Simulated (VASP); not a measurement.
# CdSe (rocksalt type) (Fm-3m) in VASP: notebook, part 2 of 2

VASP 6.6.1.

## (4) Single point, PBE (9.45 Å³/atom)

This run uses another cell than the first one, of 9.45 Å³/atom.

File INCAR:

```
SYSTEM = CdSe
  PREC = Accurate
  ENCUT = 500
  EDIFF = 1E-6
  ISMEAR = -1
  SIGMA = 0.08
  LREAL = .False.
  LASPH = .True.
  NELM = 120
  ALGO = Normal
  ISIF = 2
  LWAVE = .False.
  LCHARG = .False.
  GGA = PE
  NBANDS = 16
  GGA_COMPAT = .False.
```

File KPOINTS:

```
Automatic mesh
0
Gamma
  14 14 14
  0 0 0
```

File POSCAR:

```
CdSe
1.0
    0.0000000000      2.1140987993      2.1140987993
    2.1140987993      0.0000000000      2.1140987993
    2.1140987993      2.1140987993      0.0000000000
Cd Se
1 1
Direct
    0.0000000000      0.0000000000      0.0000000000
    0.5000000000      0.5000000000      0.5000000000
```

Potentials or basis: VASP PAW PBE potentials, release 64 (Cd, Se).

On the command line:

```sh
cat potpaw_PBE.64/Cd/POTCAR potpaw_PBE.64/Se/POTCAR > POTCAR
mpirun -np 1 vasp_std > vasp.out
```

OUTCAR:

```text
SYSTEM = CdSe
   PREC = Accurate
   ENCUT = 500
   EDIFF = 1E-6
   ISMEAR = -1
   LREAL = .False.
   LASPH = .True.
   NELM = 120
   ISIF = 2
   GGA = PE

 ion  position               nearest neighbor table
   1  0.000  0.000  0.000-   2 2.11   2 2.11   2 2.11   2 2.11   2 2.11   2 2.11
   2  0.500  0.500  0.500-   1 2.11   1 2.11   1 2.11   1 2.11   1 2.11   1 2.11

  LATTYP: Found a face centered cubic cell.
 ALAT       =     4.2281975986

  Lattice vectors:

[... 641 lines left out ...]
 [... further k-points ...]

------------------------ aborting loop because EDIFF is reached ----------------------------------------

  FORCE on cell =-STRESS in cart. coord.  units (eV):
  Direction    XX          YY          ZZ          XY          YZ          ZX
  --------------------------------------------------------------------------------------
  -------------------------------------------------------------------------------------
  Total       59.5399708     59.5399708     59.5399708     -0.0000000     -0.0000000      0.0000000
  in kB     5047.9304782   5047.9304782   5047.9304782     -0.0000000     -0.0000000      0.0000000
  external PRESSURE =    5047.9304782 kB  Pullay stress =       0.0000000 kB

 VOLUME and BASIS-vectors are now :
 -----------------------------------------------------------------------------
  energy-cutoff  :      500.00
  volume of cell :       18.90
      direct lattice vectors                 reciprocal lattice vectors
     0.000000000  2.114098799  2.114098799    -0.236507395  0.236507395  0.236507395
     2.114098799  0.000000000  2.114098799     0.236507395 -0.236507395  0.236507395
     2.114098799  2.114098799  0.000000000     0.236507395  0.236507395 -0.236507395

 POSITION                                       TOTAL-FORCE (eV/Angst)
 -----------------------------------------------------------------------------------
      0.00000      0.00000      0.00000         0.000000      0.000000      0.000000
      2.11410      2.11410      2.11410         0.000000      0.000000     -0.000000
 -----------------------------------------------------------------------------------
    total drift:                                0.000000     -0.000000     -0.000000

  FREE ENERGIE OF THE ION-ELECTRON SYSTEM (eV)
  ---------------------------------------------------
  free  energy   TOTEN  =        13.4744420657 eV

  energy  without entropy=       13.4799285959  energy(sigma->0) =       13.47718533
```

OSZICAR:

```text
N       E                     dE             d eps       ncg     rms          rms(c)
DAV:   1     0.127544216731E+03    0.12754E+03   -0.10083E+04  3664   0.118E+03
DAV:   2     0.148284893984E+02   -0.11272E+03   -0.10729E+03  4064   0.291E+02
DAV:   3     0.124122587514E+02   -0.24162E+01   -0.24125E+01  4056   0.433E+01
DAV:   4     0.124088003713E+02   -0.34584E-02   -0.34583E-02  4152   0.175E+00
DAV:   5     0.124087947706E+02   -0.56007E-05   -0.56024E-05  4088   0.655E-02    0.568E+01
DAV:   6     0.132375902760E+02    0.82880E+00   -0.58533E-01  4208   0.153E+01    0.369E+01
DAV:   7     0.134544565384E+02    0.21687E+00   -0.61186E-01  4136   0.788E+00    0.120E+00
DAV:   8     0.134725950939E+02    0.18139E-01   -0.70975E-02  3712   0.430E+00    0.730E-01
DAV:   9     0.134743838704E+02    0.17888E-02   -0.13673E-02  4088   0.922E-01    0.156E-01
DAV:  10     0.134744428182E+02    0.58948E-04   -0.23220E-04  3680   0.183E-01    0.344E-02
DAV:  11     0.134744413451E+02   -0.14730E-05   -0.54236E-06  4264   0.376E-02    0.238E-02
DAV:  12     0.134744420657E+02    0.72057E-06   -0.13968E-06  3280   0.102E-02
   1 F= 0.13474442E+02 E0= 0.13477185E+02  d E =-.548653E-02
```

It took 21 s on 1 thread of Intel Xeon Platinum 8259CL at 2.50GHz (Skylake/Cascade Lake), shared host; peak memory 0.16 GiB.

What came out:

- Free energy: 13.4744 eV
- Pressure: 504.8 GPa
- Band gap on the k mesh: zero (bands 9 and 10 overlap by 1.32 eV)

Levels at points of the mesh, in eV from the Fermi level:
```
           k point  band 6  band 7  band 8  band 9  band 10  band 11  band 12  band 13
(0.00, 0.00, 0.00)  -15.00   -3.88   -3.88   -3.88     5.18     7.04     8.63     8.63
(0.50, 0.00, 0.00)  -13.84  -10.97   -0.07    0.44     0.44     2.81     2.81    11.63
(0.50, 0.50, 0.00)  -13.37   -9.05   -8.58   -8.58    -0.88     3.06    15.71    16.81
```

Caveat: the cell stands under pressure.

## (5) Single point, PBE (10.63 Å³/atom)

This run uses another cell than the first one, of 10.63 Å³/atom.

File INCAR:

```
SYSTEM = CdSe
PREC     = Accurate       ! precision mode
ENCUT    = 500            ! plane-wave cutoff, eV
EDIFF    = 1E-6           ! SCF threshold, eV
ISMEAR   = -1             ! smearing method
SIGMA    = 0.08           ! smearing width, eV
LREAL    = .FALSE.        ! projectors in reciprocal space
LASPH    = .TRUE.         ! aspherical terms in the spheres
NELM     = 120            ! most SCF steps
ALGO     = Normal         ! electronic algorithm
ISIF     = 2              ! what is computed and relaxed
LWAVE    = .FALSE.        ! write WAVECAR
LCHARG   = .TRUE.         ! write CHGCAR
GGA      = PE             ! functional
LELF     = .TRUE.         ! ELF
LVHAR    = .TRUE.       
NBANDS   = 16             ! bands
GGA_COMPAT= .FALSE.
```

File KPOINTS:

```
regular mesh
0
G
  14 14 14
  0 0 0
```

File POSCAR:

```
CdSe
1.0
    0.0000000000      2.1987513564      2.1987513564
    2.1987513564      0.0000000000      2.1987513564
    2.1987513564      2.1987513564      0.0000000000
Cd Se
1 1
Direct
    0.0000000000      0.0000000000      0.0000000000
    0.5000000000      0.5000000000      0.5000000000
```

On the command line:

```sh
cat potpaw_PBE.64/Cd/POTCAR potpaw_PBE.64/Se/POTCAR > POTCAR
mpirun -np 1 vasp_std > vasp.out
```

Run time: 22 s. Hardware: 1 thread of Intel Xeon Platinum 8259CL at 2.50GHz (Skylake/Cascade Lake), shared host; peak memory 0.16 GiB.

Results (log left out):

```yaml
Free_energy: 7.4030 eV
Pressure: 332.6 GPa
Band_gap_on_the_k_mesh: zero (bands 9 and 10 overlap by 1.28 eV)
```

Levels at points of the mesh, in eV from the Fermi level:
```tsv
k point	band 5	band 6	band 7	band 8	band 9	band 10	band 11	band 12	band 13	band 14
(0.00, 0.00, 0.00)	-13.35	-13.35	-3.24	-3.24	-3.24	5.74	6.49	8.69	8.69	8.69
(0.50, 0.00, 0.00)	-12.38	-12.38	-9.90	0.32	0.32	0.73	3.42	3.42	11.45	14.57
(0.50, 0.50, 0.00)	-12.01	-12.01	-8.51	-7.35	-7.35	-0.97	3.48	15.17	16.50	16.50
```

Caveat: the cell stands under pressure.

## (6) Summary

```tsv
task	cell	gap on the mesh (eV)	pressure (GPa)
relaxation of cell and atoms	relaxed from a = 3.803 Å, angles 60.0°, 2 atoms	none	0.0
single point	a = 2.990 Å, angles 60.0°, 2 atoms	none	504.8
single point	a = 3.110 Å, angles 60.0°, 2 atoms	none	332.6
```

Alike in all rows: level PBE; potentials or basis VASP PAW PBE potentials, release 64 (Cd, Se); no spin polarisation; k mesh 14 × 14 × 14; cutoff (eV) 500; smearing fermi-dirac 0.08 eV.

Caveats: the cell stands under pressure (at least some runs); the volume moved by over 15 % at a fixed basis, so the end points are rough (at least some runs); semilocal functionals underestimate gaps, so a narrow gap can read as zero (at least some runs).

Total energies depend on the potentials used, so only differences within one code and one set of settings carry meaning.
